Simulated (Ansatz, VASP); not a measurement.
Ru: VASP beside Ansatz

```
CELL_PARAMETERS angstrom
2.70235 0.00000 0.00000
-1.35117 2.34030 0.00000
0.00000 0.00000 4.07400
ATOMIC_POSITIONS crystal
Ru 0.33333 0.66667 0.25000
Ru 0.66667 0.33333 0.75000
```

Change from the starting cell: strain -0.0450 x Voigt [0, 0, 1, 0, 0, 0], atoms carried along.

Alike in both runs: task single point; functional r2SCAN; k mesh 24 × 24 × 14; occupations gaussian, width 0.15 eV; no spin polarisation.

|  | VASP | Ansatz |
| --- | --- | --- |
| version | VASP 6.6.1 | Ansatz 0.2.0 |
| potentials or method | VASP PAW PBE potentials, release 64 (Ru_pv), cutoff 520 eV | scalar-relativistic, plane waves, PAW |
| valence electrons in the cell | 28 | 32 |

VASP gave:

| Property | Result |
| --- | --- |
| gap on the k mesh at the Fermi level (eV) | none |
| pressure (GPa) | 21.1 |
| traceless stress, the component that is largest in VASP (GPa) | 17.03 |

Q: Which values does Ansatz return?

A: gap on the k mesh at the Fermi level (eV): none; pressure (GPa): 19.2; traceless stress, the component that is largest in VASP (GPa): 16.78.

VASP's potentials were made for PBE, not for r2SCAN. A gap of «none» marks a metal or a gap that the smearing closes. VASP's potentials hold 28 valence electrons a cell and Ansatz's 32, so a difference there can come from the potentials and not from the codes.
